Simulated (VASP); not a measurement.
# Ge (I4_1/amd) in VASP: a series of runs

The runs below take Ge through single point, relaxation of cell and atoms, with LDA, PBEsol.

All numbers are computed with VASP 6.6.1; they aren't measurements. Logs are shortened: lines on timing, memory, paths and dates and some standing lists are left out, and cuts for length are marked.

### Step 1. The cell of the first run

Symmetry: I4_1/amd, No. 141, tetragonal system. The conventional cell has a = 5.149 Å, b = 5.149 Å, c = 2.795 Å, α = 90.00°, β = 90.00°, γ = 90.00°. Within 3.5 Å of Ge (site symmetry -4m2) lie 10 Ge at 2.67 to 3.32 Å.

### Step 2. Single point, LDA

Input file INCAR:

```
SYSTEM = Ge
ALGO = Normal ; EDIFF = 1E-6
ENCUT = 520 ; GGA = CA
ISIF = 2 ; ISMEAR = 0
LASPH = .TRUE. ; LCHARG = .TRUE.
LELF = .TRUE. ; LREAL = .FALSE.
LVHAR = .TRUE. ; LWAVE = .FALSE.
NBANDS = 21 ; NELM = 100
PREC = Accurate ; SIGMA = 0.05
```

Input file KPOINTS:

```
k-points
0
G
  11 11 11
  0 0 0
```

Input file POSCAR:

```
Ge
1.0
    3.8998406000      0.0000000000      0.0000000000
   -2.8983832107      2.6092396343      0.0000000000
   -0.5007286950     -1.3046198180      3.6408782745
Ge
2
Direct
    0.5000000000      0.5000000000      0.0000000000
    0.2500000000      0.7500000000      0.5000000000
```

Potentials or basis: VASP PAW LDA potentials, release 64 (Ge_d).

Started as:

```
cat potpaw_LDA.64/Ge_d/POTCAR > POTCAR
mpirun -np 1 vasp_std > vasp.out
```

OUTCAR:

```text
SYSTEM = Ge
   EDIFF = 1E-6
   ENCUT = 520
   GGA = CA
   ISIF = 2
   ISMEAR = 0
   LASPH = .TRUE.
   LREAL = .FALSE.
   NELM = 100
   PREC = Accurate

 ion  position               nearest neighbor table
   1  0.500  0.500  0.000-   2 2.67   2 2.67   2 2.67   2 2.67
   2  0.250  0.750  0.500-   1 2.67   1 2.67   1 2.67   1 2.67

  LATTYP: Found a body centered tetragonal cell.
 ALAT       =     5.1489794350
 C/A-ratio  =     0.5427920853

  Lattice vectors:

 A1 = (   3.8998406000,   0.0000000000,   0.0000000000)
 A2 = (  -2.8983832107,   2.6092396343,   0.0000000000)
 A3 = (  -0.5007286950,  -1.3046198180,   3.6408782745)

Analysis of symmetry for initial positions (statically):
=====================================================================
 Subroutine PRICEL returns:
 Original cell was already a primitive cell.

 Routine SETGRP: Setting up the symmetry group for a
 body centered tetragonal supercell.

 Subroutine GETGRP returns: Found 16 space group operations
 (whereof  8 operations were pure point group operations)
 out of a pool of 16 trial point group operations.

The static configuration has the point symmetry D_2d.
 The point group associated with its full space group is D_4h.

Analysis of symmetry for dynamics (positions and initial velocities):
=====================================================================
 Subroutine PRICEL returns:
 Original cell was already a primitive cell.

 Routine SETGRP: Setting up the symmetry group for a
 body centered tetragonal supercell.

 Subroutine GETGRP returns: Found 16 space group operations
 (whereof  8 operations were pure point group operations)
 out of a pool of 16 trial point group operations.

The dynamic configuration has the point symmetry D_2d.
 The point group associated with its full space group is D_4h.

 Subroutine INISYM returns: Found 16 space group operations
 (whereof  8 operations are pure point group operations),
 and found     1 'primitive' translations

----------------------------------------------------------------------------------------

                                     Primitive cell

  volume of cell :      37.0482

  direct lattice vectors                    reciprocal lattice vectors
     3.899840600  0.000000000  0.000000000     0.256420737  0.284836068  0.137329502
    -2.898383211  2.609239634  0.000000000     0.000000000  0.383253415  0.137329502
    -0.500728695 -1.304619818  3.640878274     0.000000000  0.000000000  0.274659004

  length of vectors
     3.899840600  3.899840600  3.899840600     0.407114937  0.407114937  0.274659004

  position of ions in fractional coordinates (direct lattice)
     0.500000000  0.500000000  0.000000000
     0.250000000  0.750000000  0.500000000

  ion indices of the primitive-cell ions
   primitive index   ion index
                 1           1
                 2           2

----------------------------------------------------------------------------------------

 KPOINTS: k-points

Automatic generation of k-mesh.
 Grid dimensions read from file:
 generate k-points for:   11   11   11

 Generating k-lattice:

  Cartesian coordinates                     Fractional coordinates (reciprocal lattice)
     0.023310976  0.025894188  0.012484500     0.090909091  0.000000000  0.000000000
     0.000000000  0.034841220  0.012484500     0.000000000  0.090909091  0.000000000
     0.000000000  0.000000000  0.024969000     0.000000000  0.000000000  0.090909091

  Length of vectors
     0.037010449  0.037010449  0.024969000

  Shift w.r.t. Gamma in fractional coordinates (k-lattice)
     0.000000000  0.000000000  0.000000000

 Subroutine IBZKPT returns following result:
 ===========================================

 Found    126 irreducible k-points:

 Following reciprocal coordinates:
            Coordinates               Weight
  0.000000  0.000000  0.000000      1.000000
  0.090909 -0.000000 -0.000000      8.000000
  0.181818 -0.000000 -0.000000      8.000000
  0.272727  0.000000 -0.000000      8.000000
  0.363636 -0.000000 -0.000000      8.000000
  0.454545 -0.000000 -0.000000      8.000000
[... 16 lines left out ...]
 -0.272727  0.181818  0.000000     16.000000
 -0.181818  0.181818  0.000000      4.000000
 [... further k-points ...]
   k-points           NKPTS =    126   k-points in BZ     NKDIM =    126   number of bands    NBANDS=     21
   number of dos      NEDOS =    301   number of ions     NIONS =      2
   total plane-waves  NPLWV =  27000
   dimension x,y,z NGX =    30 NGY =   30 NGZ =   30
   dimension x,y,z NGXF=    60 NGYF=   60 NGZF=   60
   ions per type =               2
   NGX,Y,Z   is equivalent  to a cutoff of  12.79, 12.79, 12.79 a.u.
   NGXF,Y,Z  is equivalent  to a cutoff of  25.58, 25.58, 25.58 a.u.
 SYSTEM =  Ge
   PREC   = accura    normal or accurate (medium, high low for compatibility)
   ISTART =      0    job   : 0-new  1-cont  2-samecut
   ICHARG =      2    charge: 1-file 2-atom 10-const
   ISPIN  =      1    spin polarized calculation?
   LNONCOLLINEAR =      F non collinear calculations
   LSORBIT =      F    spin-orbit coupling
   LASPH  =      T    aspherical Exc in radial PAW
   ENCUT  =  520.0 eV  38.22 Ry    6.18 a.u.   7.25  7.25  7.25*2*pi/ulx,y,z
   NELM   =    100;   NELMIN=  2; NELMDL= -5     # of ELM steps
   EDIFF  = 0.1E-05   stopping-criterion for ELM
   LREAL  =      F    real-space projection
   EDIFFG = 0.1E-04   stopping-criterion for IOM
   NSW    =      0    number of steps for IOM
   IBRION =     -1    ionic relax: 0-MD 1-quasi-New 2-CG
   NFREE  =      0    steps in history (QN), initial steepest desc. (CG)
   ISIF   =      2    stress and relaxation
   ISYM   =      2    0-nonsym 1-usesym 2-fastsym
   POTIM  = 0.5000    time-step for ionic-motion
   TEBEG  =    0.0;   TEEND  =   0.0 temperature during run
   PSTRESS=    0.0 pullay stress
   NELECT =      28.0000    total number of electrons
   NUPDOWN=      -1.0000    fix difference up-down
   EMIN   =  10.00;   EMAX   =-10.00  energy-range for DOS
   EFERMI =   0.00;   METHOD = LEGACY
   ISMEAR =     0;   SIGMA  =   0.05  broadening in eV -4-tet -1-fermi 0-gaus
   EFERMI_NEDOS =   21; number of points for ismear=-14 and -15
   IALGO  =     38    algorithm
   IMIX   =      4    mixing-type and parameters
     AMIX     =   0.40;   BMIX     =  1.00
     AMIX_MAG =   1.60;   BMIX_MAG =  1.00
  volume/ion in A,a.u.               =      18.52       125.01
  Fermi-wavevector in a.u.,A,eV,Ry     =   1.491209  2.817976 30.255333  2.223704
  Thomas-Fermi vector in A             =   2.603893
   LORBIT       =      0    0 simple, 1 ext, 2 COOP (PROOUT), +10 PAW based schemes
   GGA     = CA    functional components
   LHFCALC =     F    Hartree Fock is set to
   AEXX    =    0.0000 exact exchange contribution
   IVDW    =     0    specifies the selected vdW correction
   LEPSILON=     F    determine dielectric tensor
   LRPA    =     F    only Hartree local field effects (RPA)
 non-spin polarized calculation
 Gauss-broadening in eV      SIGMA  =   0.05
  energy-cutoff  :      520.00
  volume of cell :       37.05
 maximum number of plane-waves:      1029
 NGX is ok and might be reduce to    30
   NGX = 15   NGY = 15   NGZ = 15

 number of electron      28.0000028 magnetization

 Free energy of the ion-electron system (eV)
  ---------------------------------------------------
  ext. energy  EPLUGINS =         0.00000000
  ---------------------------------------------------
  free energy    TOTEN  =       -10.02071876 eV

  energy without entropy =      -10.01887114  energy(sigma->0) =      -10.01979495

 E-fermi :   6.5419     XC(G=0): -11.6054

 val. band max:        6.5378635603   @ k =  -0.4545   0.0909   0.0000
 cond. band min:       6.5551263267   @ k =  -0.2727   0.1818   0.0000
 fundamental gap:      0.0172627664
 Fermi energy:         6.5419356945

 k-point     1 :       0.0000    0.0000    0.0000
  band No.  band energies     occupation
      1     -18.3107      2.00000
      2     -18.2657      2.00000
      3     -18.2344      2.00000
      4     -18.2332      2.00000
      5     -18.1277      2.00000
      6     -18.1277      2.00000
[... 13 lines left out ...]
     20      18.1475      0.00000
     21      19.1345      0.00000

 k-point     2 :       0.0909   -0.0000   -0.0000
  band No.  band energies     occupation
      1     -18.3075      2.00000
      2     -18.2547      2.00000
      3     -18.2302      2.00000
      4     -18.2200      2.00000
      5     -18.1363      2.00000
      6     -18.1349      2.00000
[... 13 lines left out ...]
     20      18.0595      0.00000
     21      18.7069      0.00000

 k-point     3 :       0.1818   -0.0000   -0.0000
  band No.  band energies     occupation
      1     -18.2977      2.00000
      2     -18.2276      2.00000
      3     -18.2189      2.00000
      4     -18.1913      2.00000
      5     -18.1536      2.00000
      6     -18.1404      2.00000
[... 13 lines left out ...]
     20      16.4409      0.00000
     21      17.2549      0.00000

 k-point     4 :       0.2727    0.0000   -0.0000
  band No.  band energies     occupation
      1     -18.2845      2.00000
      2     -18.2062      2.00000
      3     -18.2043      2.00000
      4     -18.1816      2.00000
      5     -18.1707      2.00000
      6     -18.1412      2.00000
[... 13 lines left out ...]
     20      15.1682      0.00000
     21      17.4605      0.00000

 k-point     5 :       0.3636   -0.0000   -0.0000
  band No.  band energies     occupation
      1     -18.2732      2.00000
      2     -18.2067      2.00000
      3     -18.2017      2.00000
      4     -18.1926      2.00000
      5     -18.1711      2.00000
      6     -18.1530      2.00000
[... 13 lines left out ...]
     20      15.4525      0.00000
     21      18.4925      0.00000

 k-point     6 :       0.4545   -0.0000   -0.0000
  band No.  band energies     occupation
      1     -18.2656      2.00000
      2     -18.2192      2.00000
      3     -18.2142      2.00000
      4     -18.1876      2.00000
      5     -18.1620      2.00000
      6     -18.1603      2.00000
[... 13 lines left out ...]
     20      18.0059      0.00000
     21      18.7513      0.00000

 k-point     7 :       0.0909    0.0909   -0.0000
  band No.  band energies     occupation
      1     -18.3013      2.00000
      2     -18.2260      2.00000
      3     -18.2222      2.00000
      4     -18.1860      2.00000
      5     -18.1523      2.00000
      6     -18.1487      2.00000
[... 13 lines left out ...]
     20      16.4138      0.00000
     21      16.8321      0.00000
[... 291 lines left out ...]
      1     -18.2605      2.00000
      2     -18.2206      2.00000
      3     -18.2082      2.00000
      4     -18.1762      2.00000
      5     -18.1677      2.00000
      6     -18.1431      2.00000
[... 13 lines left out ...]
     20      17.0952      0.00000
     21      18.1674      0.00000

 k-point    21 :      -0.4545    0.1818    0.0000
  band No.  band energies     occupation
      1     -18.2616      2.00000
      2     -18.2144      2.00000
      3     -18.2088      2.00000
      4     -18.1830      2.00000
      5     -18.1636      2.00000
      6     -18.1441      2.00000
[... 13 lines left out ...]
     20      17.0637      0.00000
     21      17.6340      0.00000

 k-point    22 :      -0.3636    0.1818    0.0000
  band No.  band energies     occupation
      1     -18.2710      2.00000
      2     -18.2346      2.00000
      3     -18.2153      2.00000
      4     -18.1936      2.00000
      5     -18.1571      2.00000
      6     -18.1354      2.00000
[... 13 lines left out ...]
     20      17.3057      0.00000
     21      18.4551      0.00000

 k-point    23 :      -0.2727    0.1818    0.0000
  band No.  band energies     occupation
      1     -18.2832      2.00000
      2     -18.2588      2.00000
      3     -18.2350      2.00000
      4     -18.2083      2.00000
      5     -18.1440      2.00000
      6     -18.1234      2.00000
[... 13 lines left out ...]
     20      18.9584      0.00000
     21      19.5495      0.00000

 k-point    24 :      -0.1818    0.1818    0.0000
  band No.  band energies     occupation
      1     -18.2933      2.00000
      2     -18.2685      2.00000
      3     -18.2427      2.00000
      4     -18.2190      2.00000
      5     -18.1359      2.00000
      6     -18.1197      2.00000
[... 13 lines left out ...]
     20      18.8038      0.00000
     21      19.1980      0.00000

 [... further k-points ...]

------------------------ aborting loop because EDIFF is reached ----------------------------------------

  FORCE on cell =-STRESS in cart. coord.  units (eV):
  Direction    XX          YY          ZZ          XY          YZ          ZX
  --------------------------------------------------------------------------------------
  -------------------------------------------------------------------------------------
  Total       -0.5568593     -0.5639059     -0.5556419     -0.0031718      0.0000000      0.0000000
  in kB      -24.0818079    -24.3865411    -24.0291618     -0.1371664      0.0000000      0.0000000
  external PRESSURE =     -24.1658369 kB  Pullay stress =       0.0000000 kB

 VOLUME and BASIS-vectors are now :
 -----------------------------------------------------------------------------
  energy-cutoff  :      520.00
  volume of cell :       37.05
      direct lattice vectors                 reciprocal lattice vectors
     3.899840600  0.000000000  0.000000000     0.256420737  0.284836068  0.137329502
    -2.898383211  2.609239634  0.000000000     0.000000000  0.383253415  0.137329502
    -0.500728695 -1.304619818  3.640878274     0.000000000  0.000000000  0.274659004

 POSITION                                       TOTAL-FORCE (eV/Angst)
 -----------------------------------------------------------------------------------
      0.50073      1.30462      0.00000         0.000000      0.000000      0.000000
     -1.44919      1.30462      1.82044        -0.000000     -0.000000     -0.000000
 -----------------------------------------------------------------------------------
    total drift:                               -0.000000      0.000000     -0.000000

  FREE ENERGIE OF THE ION-ELECTRON SYSTEM (eV)
  ---------------------------------------------------
  free  energy   TOTEN  =       -10.0207187586 eV

  energy  without entropy=      -10.0188711372  energy(sigma->0) =      -10.01979495
```

Run time: 33 s. Hardware: 1 thread of Intel Xeon 6975P-C (Granite Rapids), shared host; peak memory 0.19 GiB.

What came out:

* Free energy: -10.0207 eV
* Pressure: -2.4 GPa
* Band gap on the k mesh: zero (bands 14 and 15 overlap by 4.64 eV)

Levels at points of the mesh, in eV from the Fermi level:
| k point | band 10 | band 11 | band 12 | band 13 | band 14 | band 15 | band 16 | band 17 | band 18 | band 19 |
| --- | --- | --- | --- | --- | --- | --- | --- | --- | --- | --- |
| (0.00, 0.00, 0.00) | -24.54 | -13.33 | -4.18 | -2.35 | -2.35 | 3.34 | 7.49 | 7.49 | 8.05 | 8.23 |

### Step 3. Relaxation of cell and atoms, PBEsol

Input file INCAR:

```
PREC     = Accurate       # precision mode
ENCUT    = 600            # plane-wave cutoff, eV
EDIFF    = 1E-6           # SCF threshold, eV
ISMEAR   = -1             # smearing method
SIGMA    = 0.05           # smearing width, eV
LREAL    = False          # projectors in reciprocal space
LASPH    = True           # aspherical terms in the spheres
NELM     = 60             # most SCF steps
ALGO     = Normal         # electronic algorithm
ISIF     = 3              # what is computed and relaxed
LWAVE    = False          # write WAVECAR
LCHARG   = False          # write CHGCAR
GGA      = PS             # functional
IBRION   = 2              # ionic algorithm
NSW      = 80             # ionic steps
EDIFFG   = -0.005         # ionic threshold
```

Input file KPOINTS:

```
Automatic mesh
0
Gamma
  11 11 11
```

Input file POSCAR:

```
Ge
1.0
   -2.5744897190      2.5744897190      1.3974126432
    2.5744897190     -2.5744897190      1.3974126432
    2.5744897190      2.5744897190     -1.3974126432
Ge
2
Direct
    0.5000000000      0.5000000000      0.0000000000
    0.2500000000      0.7500000000      0.5000000000
```

Potentials or basis: VASP PAW PBE potentials, release 64 (Ge_d).

Started as:

```
cat potpaw_PBE.64/Ge_d/POTCAR > POTCAR
mpirun -np 1 vasp_std > vasp.out
```

It took 2.9 min on 1 thread of AMD EPYC 9R45 (Zen 5), shared host; peak memory 0.21 GiB.

The run converged. Its results:

```
Free energy                           : -9.5419 eV
Relaxed volume                        : 18.39 Å³/atom
Relaxed cell                          : a = 3.893 Å, b = 3.893 Å, c = 3.893 Å, α = 97.34°, β = 97.34°, γ = 138.13°
Space group after relaxing (to 0.1 Å) : I4_1/amd (No. 141)
Energy gained by relaxing             : 0.3 meV/atom
Ionic steps                           : 9
Pressure after relaxing               : 0.0 GPa
Band gap on the k mesh                : zero (bands 14 and 15 overlap by 4.73 eV)
```

The path:
```tsv
step	energy change (eV)	largest force (eV/Å)	pressure (GPa)	volume (Å³)
1	0.0000	0.0000	-0.64	37.05
2	-0.0004	0.0000	0.25	36.65
3	-0.0005	0.0000	-0.20	36.79
4	-0.0005	0.0000	0.20	36.73
5	-0.0005	0.0000	0.01	36.76
6	-0.0005	0.0000	0.09	36.76
7	-0.0005	0.0000	0.10	36.76
8	-0.0005	0.0000	-0.06	36.78
9	-0.0005	0.0000	0.03	36.77
```

Final structure:
```cif
data_structure
_symmetry_space_group_name_H-M 'P 1'
_symmetry_Int_Tables_number 1
_cell_length_a 3.8928
_cell_length_b 3.8928
_cell_length_c 3.8928
_cell_angle_alpha 97.335
_cell_angle_beta 97.335
_cell_angle_gamma 138.129
_cell_volume 36.77
loop_
_atom_site_label
_atom_site_type_symbol
_atom_site_fract_x
_atom_site_fract_y
_atom_site_fract_z
_atom_site_occupancy
Ge1 Ge 0.50000 0.50000 0.00000 1
Ge2 Ge 0.25000 0.75000 0.50000 1
```

Levels at points of the mesh, in eV from the Fermi level:
```tsv
k point	band 12	band 13	band 14	band 15	band 16	band 17
(0.00, 0.00, 0.00)	-4.11	-2.40	-2.40	3.19	7.59	7.59
```

Caveat: the PAW data sets were made with another functional, which shifts forces and pressure a little.

### Step 4. Relaxation of cell and atoms, PBEsol, target pressure 5 GPa, at which the enthalpy is minimised

Input file INCAR:

```
SYSTEM = Ge
  ALGO = Normal
  EDIFF = 1E-6
  EDIFFG = -0.005
  ENCUT = 600
  GGA = PS
  IBRION = 2
  ISIF = 3
  ISMEAR = -1
  LASPH = .TRUE.
  LCHARG = .FALSE.
  LREAL = .FALSE.
  LWAVE = .FALSE.
  NELM = 100
  NSW = 80
  PREC = Accurate
  PSTRESS = 50.0
  SIGMA = 0.05
```

Input file KPOINTS:

```
k-points
0
G
  11 11 11
  0 0 0
```

POSCAR is that of step 3.

Started as:

```
cat potpaw_PBE.64/Ge_d/POTCAR > POTCAR
mpirun -np 1 vasp_std > vasp.out
```

Run time: 2.1 min. Hardware: 1 thread of AMD EPYC 9R45 (Zen 5), shared host; peak memory 0.21 GiB.

Results (log left out):

```yaml
Free_energy: -9.5132 eV
Relaxed_volume: 17.40 Å³/atom
Relaxed_cell: a = 3.821 Å, b = 3.821 Å, c = 3.821 Å, α = 97.36°, β = 97.36°, γ = 138.06°
Space_group_after_relaxing_to_0.1_Å: I4_1/amd (No. 141)
Energy_change_on_relaxing_the_run_minimises_the_enthalpy: +14.1 meV/atom
Ionic_steps: 7
Pressure_after_relaxing: 5.0 GPa
Band_gap_on_the_k_mesh: zero (bands 14 and 15 overlap by 5.14 eV)
```

The path:
| step | energy change (eV) | largest force (eV/Å) | pressure (GPa) | volume (Å³) |
| --- | --- | --- | --- | --- |
| 1 | 0.0000 | 0.0000 | -0.64 | 37.05 |
| 2 | 0.0754 | 0.0000 | 8.14 | 33.66 |
| 3 | 0.0291 | 0.0000 | 5.11 | 34.77 |
| 4 | 0.0277 | 0.0000 | 4.78 | 34.82 |
| 5 | 0.0279 | 0.0000 | 4.84 | 34.81 |
| 6 | 0.0281 | 0.0000 | 4.90 | 34.81 |
| 7 | 0.0282 | 0.0000 | 5.01 | 34.80 |

Final structure:
```
Ge
1.0
    -2.52259    2.52259    1.36729
     2.52259   -2.52259    1.36729
     2.52259    2.52259   -1.36729
Ge
2
Direct
  0.50000 0.50000 0.00000
  0.25000 0.75000 0.50000
```

Levels at points of the mesh, in eV from the Fermi level:
| k point | band 11 | band 12 | band 13 | band 14 | band 15 | band 16 | band 17 | band 18 |
| --- | --- | --- | --- | --- | --- | --- | --- | --- |
| (0.00, 0.00, 0.00) | -13.92 | -3.92 | -2.59 | -2.59 | 3.05 | 7.95 | 7.95 | 8.63 |

Caveat: the cell is relaxed towards a set pressure, so the run minimises the enthalpy, not the energy; the PAW data sets were made with another functional, which shifts forces and pressure a little.

[end of part 1 of 2]
